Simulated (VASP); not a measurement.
Runs of VASP 6.6.1 on B. The structure is that of space group Pm-3m (No. 221), or close to it. The cells are those of the table. 

| task | cell | k mesh | cutoff (eV) | gap on the mesh (eV) | pressure (GPa) |
| --- | --- | --- | --- | --- | --- |
| single point | a = 1.813 Å, 1 atom | 18 × 18 × 18 | 520 | none | 37.7 |
| single point | a = 1.866 Å, 1 atom | 18 × 18 × 18 | 520 | none | 10.7 |
| single point | a = 1.840 Å, 1 atom | 18 × 18 × 18 | 520 | none | (b) |
| single point | a = 1.892 Å, 1 atom | 16 × 16 × 16 | 520 | none | -0.1 |
| relaxation of cell and atoms | relaxed from a = 1.920 Å, 1 atom | 16 × 16 × 16 | 600 | none | 0.0 |
| single point | a = 1.917 Å, 1 atom | 18 × 18 × 18 | 520 | none | (a) |

Alike in all rows: level revPBE; potentials or basis VASP PAW PBE potentials, release 64 (B); no spin polarisation; smearing fermi-dirac 0.1 eV.

Problem. Fill in the values left out.

Solution. (a) -7.8; (b) 22.9.

Caveats: the PAW data sets were made with another functional, which shifts forces and pressure a little.

A gap of «none» marks levels without a gap at the run's occupations.
